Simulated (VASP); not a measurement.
A run of VASP 6.6.1 is set up as follows.

INCAR

```
  PREC = Accurate
  ENCUT = 520
  EDIFF = 1E-6
  ISMEAR = 0
  SIGMA = 0.1
  LREAL = False
  LASPH = True
  NELM = 100
  ALGO = Fast
  ISIF = 2
  LWAVE = False
  LCHARG = False
  GGA = PS
  IVDW = 12
  NBANDS = 10
```

The input KPOINTS:

```
regular mesh
0
Gamma
  18 18 10
```

POSCAR

```
Al
1.0
    2.5387783988      0.0000000000      0.0000000000
   -1.2693891994      2.1986465879      0.0000000000
    0.0000000000      0.0000000000      4.1438017990
Al
2
Direct
    0.6666666667      0.3333333333      0.7500000000
    0.3333333333      0.6666666667      0.2500000000
```

Potentials or basis: VASP PAW PBE potentials, release 64 (Al).

Launch:

```sh
$ cat potpaw_PBE.64/Al/POTCAR > POTCAR
$ mpirun -np 1 vasp_std > vasp.out
```

Task: Predict the dispersion energy per atom.

Result: -0.455 eV.

Task: Estimate the band gap on the k mesh.

Result: Zero (band 3 reaches 17.07 eV, above the bottom of band 4 at 8.51 eV).

Task: Estimate the pressure.

Result: 50.3 GPa.

Caveat: the PAW data sets were made with another functional, which shifts forces and pressure a little; pairwise dispersion overbinds metals, which lowers pressure and volume.
